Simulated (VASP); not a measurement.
Wanted: the native input for a VASP 6.6.1 run.

| Item | Value |
| --- | --- |
| Task | single point |
| Functional | LDA |
| Potentials or basis | VASP PAW LDA potentials, release 64 (Ga_d, N) |
| Cutoff | 520 eV |
| k mesh | 10 × 10 × 10 |
| Occupations | fermi-dirac, width 0.05 eV |
| Spin | no spin polarisation |
| Dipole correction | no |
| Further INCAR settings | ALGO = Normal; EDIFF = 1e-06; NBANDS = 16 |

The structure of GaN lies in POSCAR:

```
GaN
1.0
    0.0000000000      2.2976981147      2.2976981147
    2.2976981147      0.0000000000      2.2976981147
    2.2976981147      2.2976981147      0.0000000000
Ga N
1 1
Direct
    0.0000000000      0.0000000000      0.0000000000
    0.2500000000      0.2500000000      0.2500000000
```

One way to write it, as run:

INCAR

```
SYSTEM = GaN
ALGO = Normal ; EDIFF = 1E-6
ENCUT = 520 ; GGA = CA
ISIF = 2 ; ISMEAR = -1
LASPH = .True. ; LCHARG = .True.
LELF = .True. ; LREAL = .False.
LVHAR = .True. ; LWAVE = .False.
NBANDS = 16 ; NELM = 60
PREC = Accurate ; SIGMA = 0.05
```

KPOINTS

```
k-points
0
Gamma
  10 10 10
  0 0 0
```

Potentials or basis: VASP PAW LDA potentials, release 64 (Ga_d, N).

Launch:

```sh
$ cat potpaw_LDA.64/Ga_d/POTCAR potpaw_LDA.64/N/POTCAR > POTCAR
$ mpirun -np 1 vasp_std > vasp.out
```

It gave:

```json
{"Pressure": "-14.5 GPa", "Band gap on the k mesh": "1.37 eV, direct"}
```

Run time: 13 s on 1 thread of Intel(R) Xeon(R) Platinum 8259CL CPU @ 2.50GHz (Skylake/Cascade Lake) (shared host), peak memory 0.13 GiB.
